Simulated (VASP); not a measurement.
Write the native input for VASP 6.6.1 that does the following.

| Property | Result |
| --- | --- |
| Task | single point |
| Functional | LDA |
| Potentials or basis | VASP PAW LDA potentials, release 64 (Si) |
| Cutoff | 520 eV |
| k mesh | 12 × 12 × 12 |
| Occupations | gaussian, width 0.05 eV |
| Spin | no spin polarisation |
| Dipole correction | no |
| Further INCAR settings | ALGO = Normal; EDIFF = 1e-06; NBANDS = 11 |

The structure of Si lies in POSCAR:

```
Si
1.0
    0.0000000000      2.9269908522      2.8425908853
    2.3328150852      0.0000000000      2.8425908853
    2.3328150852      2.9269908522      0.0000000000
Si
2
Direct
    0.5000000000      0.5000000000      0.5000000000
    0.7500000000      0.7500000000      0.7500000000
```

This cell differs from its parent crystal: strain +e along x and -e along y -0.1100, strain +e along z and -e/2 along x and y +0.0525.

The input as run:

INCAR

```
SYSTEM = Si
PREC = Accurate
ENCUT = 520
EDIFF = 1E-6
ISMEAR = 0
SIGMA = 0.05
LREAL = .False.
LASPH = .True.
NELM = 60
ALGO = Normal
ISIF = 2
LWAVE = .False.
LCHARG = .True.
GGA = CA
LELF = .True.
LVHAR = .True.
NBANDS = 11
```

KPOINTS

```
Automatic mesh
0
Gamma
  12 12 12
  0 0 0
```

Potentials or basis: VASP PAW LDA potentials, release 64 (Si).

Launch:

```sh
$ cat potpaw_LDA.64/Si/POTCAR > POTCAR
$ mpirun -np 1 vasp_std > vasp.out
```

It gave:

- Pressure: -0.6 GPa
- Band gap on the k mesh: zero (bands 4 and 5 overlap by 1.64 eV)

Caveat: the cell differs from its parent crystal (strain +e along x and -e along y -0.1100, strain +e along z and -e/2 along x and y +0.0525).

It took 47 s on 1 thread of Intel(R) Xeon(R) 6975P-C (Granite Rapids), on a shared host, peak memory 0.2 GiB.
